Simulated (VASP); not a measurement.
Set up this calculation in VASP 6.6.1, as the native input.

| Property | Result |
| --- | --- |
| Task | single point |
| Functional | PBE |
| Potentials or basis | VASP PAW PBE potentials, release 64 (Re) |
| Cutoff | 520 eV |
| k mesh | 15 × 11 × 1 |
| Occupations | fermi-dirac, width 0.08 eV |
| Spin | no spin polarisation |
| Dipole correction | yes |
| Further INCAR settings | ALGO = Normal; EDIFF = 1e-07; NBANDS = 14 |

The structure of Re lies in POSCAR:

```
Re
1.0
    2.7683205747      0.0000000000      0.0000000000
    0.0000000000      3.9149965018      0.0000000000
    0.0000000000      0.0000000000     17.3842000000
Re
2
Direct
    0.2500000000      0.2500000000      0.4707734812
    0.7500000000      0.7500000000      0.5292265188
```

One way to write it, as run:

INCAR

```
SYSTEM = Re
  PREC = Accurate
  ENCUT = 520
  EDIFF = 1E-7
  ISMEAR = -1
  SIGMA = 0.08
  LREAL = .False.
  LASPH = .True.
  NELM = 60
  ALGO = Normal
  ISIF = 2
  LWAVE = .False.
  LCHARG = .False.
  LDIPOL = .True.
  IDIPOL = 3
  DIPOL = 0.5 0.5 0.500
  GGA = PE
  NBANDS = 14
```

KPOINTS

```
Automatic mesh
0
Gamma
  15 11 1
  0 0 0
```

Potentials or basis: VASP PAW PBE potentials, release 64 (Re).

Command:

```sh
$ cat potpaw_PBE.64/Re/POTCAR > POTCAR
$ mpirun -np 1 vasp_std > vasp.out
```

It gave:

The largest force is 0.091 eV/Å and the band gap on the k mesh is zero (bands 7 and 8 overlap by 1.75 eV).

Caveat: spin-orbit coupling is left out, which moves the levels of the heavy elements.

It took 4.3 min on 1 thread of AMD EPYC 9755 128-Core Processor, on a shared host, peak memory 0.32 GiB.
